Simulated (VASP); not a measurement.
Runs of VASP 6.6.1 on Si. The structure is that of space group I4_1/amd (No. 141), or close to it. The cells are those of the table. 

| cell | gap on the mesh (eV) | pressure (GPa) |
| --- | --- | --- |
| a = 3.694 Å, angles 97.2, 97.2, 138.5°, 2 atoms | none | -5.6 |
| a = 3.576 Å, angles 98.4, 98.4, 135.0°, 2 atoms | none | (b) |
| a = 3.687 Å, angles 97.0, 97.0, 139.1°, 2 atoms | none | -4.1 |
| a = 3.647 Å, angles 97.4, 97.4, 137.9°, 2 atoms | none | -2.7 |
| a = 3.622 Å, angles 98.2, 98.2, 135.6°, 2 atoms | none | (a) |
| a = 3.615 Å, angles 98.0, 98.0, 136.2°, 2 atoms | none | -2.2 |
| a = 3.640 Å, angles 97.2, 97.2, 138.5°, 2 atoms | none | -1.0 |
| a = 3.654 Å, angles 97.6, 97.6, 137.3°, 2 atoms | none | -4.1 |

Alike in all rows: task single point; level LDA; potentials or basis VASP PAW LDA potentials, release 64 (Si); no spin polarisation; k mesh 20 × 20 × 20; cutoff (eV) 520; smearing gaussian 0.15 eV.

Question: Fill in the values left out.

Answer: (a) -3.4; (b) 0.2.

Caveats: the cell stands under tension (at least some runs); the stress differs along the axes, from -4 to 2 GPa (at least some runs).

A gap of «none» marks levels without a gap at the run's occupations.
